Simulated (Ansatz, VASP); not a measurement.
## C in VASP and in Ansatz

```
C
1.0
     0.00000    2.10889    3.29453
     1.21837    0.00000    3.29453
     1.21837    2.10889    0.00000
C
2
Direct
  0.14321 0.85679 0.14321
  0.85679 0.14321 0.85679
```

Alike in both runs: task single point; functional PBEsol; dispersion D3(BJ); k mesh 16 × 16 × 16; occupations gaussian, width 0.03 eV; no spin polarisation.

|  | VASP | Ansatz |
| --- | --- | --- |
| version | VASP 6.6.1 | Ansatz 0.2.0 |
| potentials or method | VASP PAW PBE potentials, release 64 (C), cutoff 520 eV | scalar-relativistic, plane waves, PAW |
| valence electrons in the cell | 8 | 8 |

```tsv
	VASP	Ansatz	Ansatz less VASP
gap on the k mesh at the Fermi level (eV)	none	none	-
rms of the force components (eV/Å)	8.541	8.471	-0.0703
```

VASP's potentials were made for PBE, not for PBEsol, and Ansatz warns of the same on its side. Atom by atom the forces differ by 0.070 eV/Å (rms over components). A gap of «none» marks a metal or a gap that the smearing closes.
